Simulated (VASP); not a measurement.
Input of a VASP 6.6.1 run:

The input INCAR:

```
SYSTEM = NiO
ALGO = Normal
EDIFF = 1E-6
ENCUT = 520
GGA = PE
ISIF = 2
ISMEAR = -1
ISPIN = 2
LASPH = .TRUE.
LCHARG = .TRUE.
LELF = .TRUE.
LMAXMIX = 4
LORBIT = 11
LREAL = .FALSE.
LVHAR = .TRUE.
LWAVE = .FALSE.
MAGMOM = 2 0
NBANDS = 19
NELM = 150
PREC = Accurate
SIGMA = 0.05
```

KPOINTS

```
k-points
0
G
  11 11 11
  0 0 0
```

File POSCAR:

```
NiO
1.0
    0.0000000000      2.0913095100      2.0913095100
    2.0913095100      0.0000000000      2.0913095100
    2.0913095100      2.0913095100      0.0000000000
Ni O
1 1
Direct
    0.0000000000      0.0000000000      0.0000000000
    0.5000000000      0.5000000000      0.5000000000
```

Potentials or basis: VASP PAW PBE potentials, release 64 (Ni, O).

The run is started by

```sh
$ cat potpaw_PBE.64/Ni/POTCAR potpaw_PBE.64/O/POTCAR > POTCAR
$ mpirun -np 1 vasp_std > vasp.out
```

Problem. Predict the site moments.

Solution. Ni +1.41; O +0.26 μB.

Problem. Predict the net moment.

Solution. 1.70 μB per cell.

Problem. Estimate the pressure.

Solution. 3.9 GPa.

Caveat: a cell with one magnetic atom can't hold antiferromagnetic order, which such compounds often take.
